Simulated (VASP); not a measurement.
# Ba (I4/mmm) in VASP: single point with r2SCAN

Aim: the single point of Ba with r2SCAN.

Everything below comes from runs of VASP 6.6.1. Logs are shortened: lines on timing, memory, paths and dates and some standing lists are left out, and cuts for length are marked.

**1. The cell of the first run**

The structure is tetragonal, space group I4/mmm (No. 139). Conventional cell: a = 4.066 Å, b = 4.066 Å, c = 3.846 Å, α = 90.00°, β = 90.00°, γ = 90.00°. Ba (site symmetry 4/mmm) has 14 Ba at 3.46 to 4.07 Å within 4.5 Å.

**2. Single point, r2SCAN**

POSCAR

```
Ba
1.0
   -2.0329428863      2.0329428863      1.9228806461
    2.0329428863     -2.0329428863      1.9228806461
    2.0329428863      2.0329428863     -1.9228806461
Ba
1
Direct
    0.0000000000      0.0000000000      0.0000000000
```

INCAR.step1

```
  PREC = Accurate
  ENCUT = 520
  ISMEAR = 0
  SIGMA = 0.1
  LREAL = F
  LASPH = T
  NELM = 100
  NBANDS = 11
  GGA = PE
  ALGO = Normal
  EDIFF = 1E-4
  LWAVE = T
  LCHARG = F
```

INCAR.step2

```
  PREC = Accurate
  ENCUT = 520
  EDIFF = 1E-7
  ISMEAR = 0
  SIGMA = 0.1
  LREAL = F
  LASPH = T
  NELM = 100
  ALGO = Normal
  ISIF = 2
  LWAVE = F
  LCHARG = F
  METAGGA = R2SCAN
  LMIXTAU = T
  NBANDS = 11
  ISTART = 1
```

KPOINTS

```
regular mesh
0
Gamma
  6 6 6
```

Potentials or basis: VASP PAW PBE potentials, release 64 (Ba_sv).

Launch:

```sh
$ cat potpaw_PBE.64/Ba_sv/POTCAR > POTCAR
$ cp INCAR.step1 INCAR
$ mpirun -np 1 vasp_std > vasp.out
$ cp INCAR.step2 INCAR
$ mpirun -np 1 vasp_std > vasp.out
```

OUTCAR:

```text
PREC = Accurate
   ENCUT = 520
   EDIFF = 1E-7
   ISMEAR = 0
   LREAL = F
   LASPH = T
   NELM = 100
   ISIF = 2
   METAGGA = R2SCAN
   ISTART = 1

 ion  position               nearest neighbor table
   1  0.000  0.000  0.000-

  LATTYP: Found a body centered tetragonal cell.
 ALAT       =     4.0658857726
 C/A-ratio  =     0.9458606334

  Lattice vectors:

 A1 = (  -2.0329428863,   2.0329428863,   1.9228806461)
 A2 = (   2.0329428863,  -2.0329428863,   1.9228806461)
 A3 = (   2.0329428863,   2.0329428863,  -1.9228806461)

Analysis of symmetry for initial positions (statically):
=====================================================================
 Subroutine PRICEL returns:
 Original cell was already a primitive cell.

 Routine SETGRP: Setting up the symmetry group for a
 body centered tetragonal supercell.

 Subroutine GETGRP returns: Found 16 space group operations
 (whereof 16 operations were pure point group operations)
 out of a pool of 16 trial point group operations.

The static configuration has the point symmetry D_4h.

Analysis of symmetry for dynamics (positions and initial velocities):
=====================================================================
 Subroutine PRICEL returns:
 Original cell was already a primitive cell.

 Routine SETGRP: Setting up the symmetry group for a
 body centered tetragonal supercell.

 Subroutine GETGRP returns: Found 16 space group operations
 (whereof 16 operations were pure point group operations)
 out of a pool of 16 trial point group operations.

The dynamic configuration has the point symmetry D_4h.

 Subroutine INISYM returns: Found 16 space group operations
 (whereof 16 operations are pure point group operations),
 and found     1 'primitive' translations

----------------------------------------------------------------------------------------

                                     Primitive cell

  volume of cell :      31.7880

  direct lattice vectors                    reciprocal lattice vectors
    -2.032942886  2.032942886  1.922880646     0.000000000  0.245948867  0.260026539
     2.032942886 -2.032942886  1.922880646     0.245948867  0.000000000  0.260026539
     2.032942886  2.032942886 -1.922880646     0.245948867  0.245948867  0.000000000

  length of vectors
     3.458783534  3.458783534  3.458783534     0.357917094  0.357917094  0.347824224

  position of ions in fractional coordinates (direct lattice)
     0.000000000  0.000000000  0.000000000

  ion indices of the primitive-cell ions
   primitive index   ion index
                 1           1

----------------------------------------------------------------------------------------

 KPOINTS: regular mesh

Automatic generation of k-mesh.
 Grid dimensions read from file:
 generate k-points for:    6    6    6

 Generating k-lattice:

  Cartesian coordinates                     Fractional coordinates (reciprocal lattice)
     0.000000000  0.040991478  0.043337757     0.166666667  0.000000000 -0.000000000
     0.040991478  0.000000000  0.043337757     0.000000000  0.166666667 -0.000000000
     0.040991478  0.040991478  0.000000000     0.000000000  0.000000000  0.166666667

  Length of vectors
     0.059652849  0.059652849  0.057970704

  Shift w.r.t. Gamma in fractional coordinates (k-lattice)
     0.000000000  0.000000000  0.000000000

 Subroutine IBZKPT returns following result:
 ===========================================

 Found     30 irreducible k-points:

 Following reciprocal coordinates:
            Coordinates               Weight
  0.000000  0.000000  0.000000      1.000000
  0.166667  0.000000  0.000000      8.000000
  0.333333 -0.000000  0.000000      8.000000
  0.500000  0.000000  0.000000      4.000000
  0.166667  0.166667  0.000000      8.000000
  0.333333  0.166667  0.000000     16.000000
[... 16 lines left out ...]
 -0.333333 -0.333333  0.166667      8.000000
 -0.166667 -0.333333  0.166667      8.000000
 [... further k-points ...]
   k-points           NKPTS =     30   k-points in BZ     NKDIM =     30   number of bands    NBANDS=     11
   number of dos      NEDOS =    301   number of ions     NIONS =      1
   total plane-waves  NPLWV =  21952
   dimension x,y,z NGX =    28 NGY =   28 NGZ =   28
   dimension x,y,z NGXF=    56 NGYF=   56 NGZF=   56
   ions per type =               1
   NGX,Y,Z   is equivalent  to a cutoff of  13.46, 13.46, 13.46 a.u.
   NGXF,Y,Z  is equivalent  to a cutoff of  26.92, 26.92, 26.92 a.u.
 SYSTEM =  unknown system
   PREC   = accura    normal or accurate (medium, high low for compatibility)
   ISTART =      1    job   : 0-new  1-cont  2-samecut
   ICHARG =      0    charge: 1-file 2-atom 10-const
   ISPIN  =      1    spin polarized calculation?
   LNONCOLLINEAR =      F non collinear calculations
   LSORBIT =      F    spin-orbit coupling
   LASPH  =      T    aspherical Exc in radial PAW
   ENCUT  =  520.0 eV  38.22 Ry    6.18 a.u.   6.43  6.43  6.43*2*pi/ulx,y,z
   NELM   =    100;   NELMIN=  2; NELMDL=  0     # of ELM steps
   EDIFF  = 0.1E-06   stopping-criterion for ELM
   LREAL  =      F    real-space projection
   EDIFFG = 0.1E-05   stopping-criterion for IOM
   NSW    =      0    number of steps for IOM
   IBRION =     -1    ionic relax: 0-MD 1-quasi-New 2-CG
   NFREE  =      0    steps in history (QN), initial steepest desc. (CG)
   ISIF   =      2    stress and relaxation
   ISYM   =      2    0-nonsym 1-usesym 2-fastsym
   POTIM  = 0.5000    time-step for ionic-motion
   TEBEG  =    0.0;   TEEND  =   0.0 temperature during run
   PSTRESS=    0.0 pullay stress
   NELECT =      10.0000    total number of electrons
   NUPDOWN=      -1.0000    fix difference up-down
   EMIN   =  10.00;   EMAX   =-10.00  energy-range for DOS
   EFERMI =   0.00;   METHOD = LEGACY
   ISMEAR =     0;   SIGMA  =   0.10  broadening in eV -4-tet -1-fermi 0-gaus
   EFERMI_NEDOS =   21; number of points for ismear=-14 and -15
   IALGO  =     38    algorithm
   IMIX   =      4    mixing-type and parameters
     AMIX     =   0.40;   BMIX     =  1.00
     AMIX_MAG =   1.60;   BMIX_MAG =  1.00
  volume/ion in A,a.u.               =      31.79       214.52
  Fermi-wavevector in a.u.,A,eV,Ry     =   1.113407  2.104034 16.866804  1.239675
  Thomas-Fermi vector in A             =   2.249991
   LORBIT       =      0    0 simple, 1 ext, 2 COOP (PROOUT), +10 PAW based schemes
   METAGGA = R2SCAN    functional components
   LHFCALC =     F    Hartree Fock is set to
   AEXX    =    0.0000 exact exchange contribution
   IVDW    =     0    specifies the selected vdW correction
   LEPSILON=     F    determine dielectric tensor
   LRPA    =     F    only Hartree local field effects (RPA)
 non-spin polarized calculation
 Gauss-broadening in eV      SIGMA  =   0.10
  energy-cutoff  :      520.00
  volume of cell :       31.79
 maximum number of plane-waves:       879
 NGX is ok and might be reduce to    28
   NGX = 13   NGY = 13   NGZ = 13

 number of electron      10.0000000 magnetization

 Free energy of the ion-electron system (eV)
  ---------------------------------------------------
  ext. energy  EPLUGINS =         0.00000000
  ---------------------------------------------------
  free energy    TOTEN  =       -25.39015370 eV

  energy without entropy =      -25.38875733  energy(sigma->0) =      -25.38945552

 E-fermi :   5.0956     XC(G=0): -10.6233

 val. band max:        5.0659557002   @ k =  -0.1667  -0.1667   0.1667
 cond. band min:       5.2623693473   @ k =  -0.3333   0.5000   0.1667
 fundamental gap:      0.1964136472
 Fermi energy:         5.0955770056

 k-point     1 :       0.0000    0.0000    0.0000
  band No.  band energies     occupation
      1     -24.7793      2.00000
      2      -7.8737      2.00000
      3      -7.8737      2.00000
      4      -7.8432      2.00000
      5       2.9114      2.00000
      6       7.1688      0.00000
      7       7.8735      0.00000
      8       7.8735      0.00000
      9       9.5161      0.00000
     10      10.5925      0.00000
     11      14.2059      0.00000

 k-point     2 :       0.1667    0.0000    0.0000
  band No.  band energies     occupation
      1     -24.6232      2.00000
      2      -8.7715      2.00000
      3      -8.1345      2.00000
      4      -7.9047      2.00000
      5       3.9998      2.00000
      6       6.6121      0.00000
      7       7.2107      0.00000
      8       8.7704      0.00000
      9       9.5446      0.00000
     10       9.9491      0.00000
     11      15.8058      0.00000

 k-point     3 :       0.3333   -0.0000    0.0000
  band No.  band energies     occupation
      1     -24.2880      2.00000
      2     -10.2836      2.00000
      3      -8.6034      2.00000
      4      -7.9961      2.00000
      5       3.8094      2.00000
      6       5.4501      0.00000
      7       8.5060      0.00000
      8      10.4772      0.00000
      9      10.9434      0.00000
     10      12.0445      0.00000
     11      15.5628      0.00000

 k-point     4 :       0.5000    0.0000    0.0000
  band No.  band energies     occupation
      1     -24.1068      2.00000
      2     -10.9511      2.00000
      3      -8.8166      2.00000
      4      -8.0418      2.00000
      5       3.2172      2.00000
      6       4.9990      1.82797
      7      10.5802      0.00000
      8      10.8622      0.00000
      9      12.2676      0.00000
     10      13.3995      0.00000
     11      15.3019      0.00000
[... 239 lines left out ...]
 k-point    22 :      -0.1667    0.5000    0.1667
  band No.  band energies     occupation
      1     -24.0117      2.00000
      2     -10.6944      2.00000
      3      -9.1369      2.00000
      4      -8.5530      2.00000
      5       3.9216      2.00000
      6       6.3230      0.00000
      7       6.9507      0.00000
      8       8.5489      0.00000
      9      14.8976      0.00000
     10      14.9192      0.00000
     11      17.5662      0.00000

 k-point    23 :      -0.3333   -0.3333    0.1667
  band No.  band energies     occupation
      1     -23.9575      2.00000
      2     -10.3477      2.00000
      3      -9.6776      2.00000
      4      -8.6697      2.00000
      5       4.4278      2.00000
      6       5.3836      0.00005
      7       6.8839      0.00000
      8       9.7760      0.00000
      9      12.1240      0.00000
     10      16.0816      0.00000
     11      17.5698      0.00000

 k-point    24 :      -0.1667   -0.3333    0.1667
  band No.  band energies     occupation
      1     -24.1574      2.00000
      2     -10.2073      2.00000
      3      -8.8925      2.00000
      4      -8.5774      2.00000
      5       4.6155      2.00000
      6       6.1886      0.00000
      7       6.6178      0.00000
      8       8.9939      0.00000
      9      11.2972      0.00000
     10      13.4453      0.00000
     11      16.2819      0.00000

 [... further k-points ...]

------------------------ aborting loop because EDIFF is reached ----------------------------------------

  FORCE on cell =-STRESS in cart. coord.  units (eV):
  Direction    XX          YY          ZZ          XY          YZ          ZX
  --------------------------------------------------------------------------------------
  -------------------------------------------------------------------------------------
  Total        3.1449172      3.1449172      3.3747237      0.0000000      0.0000000      0.0000000
  in kB      158.5101645    158.5101645    170.0928757      0.0000000      0.0000000      0.0000000
  external PRESSURE =     162.3710682 kB  Pullay stress =       0.0000000 kB

 VOLUME and BASIS-vectors are now :
 -----------------------------------------------------------------------------
  energy-cutoff  :      520.00
  volume of cell :       31.79
      direct lattice vectors                 reciprocal lattice vectors
    -2.032942886  2.032942886  1.922880646     0.000000000  0.245948867  0.260026539
     2.032942886 -2.032942886  1.922880646     0.245948867  0.000000000  0.260026539
     2.032942886  2.032942886 -1.922880646     0.245948867  0.245948867  0.000000000

 POSITION                                       TOTAL-FORCE (eV/Angst)
 -----------------------------------------------------------------------------------
      0.00000      0.00000      0.00000        -0.000000     -0.000000     -0.000000
 -----------------------------------------------------------------------------------
    total drift:                               -0.000000     -0.000000      0.000000

  FREE ENERGIE OF THE ION-ELECTRON SYSTEM (eV)
  ---------------------------------------------------
  free  energy   TOTEN  =       -25.3901537030 eV

  energy  without entropy=      -25.3887573275  energy(sigma->0) =      -25.38945552
```

It took 52 s on 1 thread of Intel Xeon 6975P-C (Granite Rapids), shared host; peak memory 0.16 GiB.

What came out:

```
Free energy            : -25.3902 eV
Pressure               : 16.2 GPa
Band gap on the k mesh : zero (bands 5 and 6 overlap by 3.28 eV)
```

Stress tensor (GPa, compression positive):
```
15.85  0.00  0.00
 0.00 15.85  0.00
 0.00  0.00 17.01
```

Caveat: the k points lie up to 0.37 Å⁻¹ apart, too coarse for converged energies and pressures of a metal; the PAW data sets were made with another functional, which shifts forces and pressure a little; spin-orbit coupling is left out, which moves the levels of the heavy elements.

The gap in the log of VASP goes by the Fermi energy; the results here count the filled bands.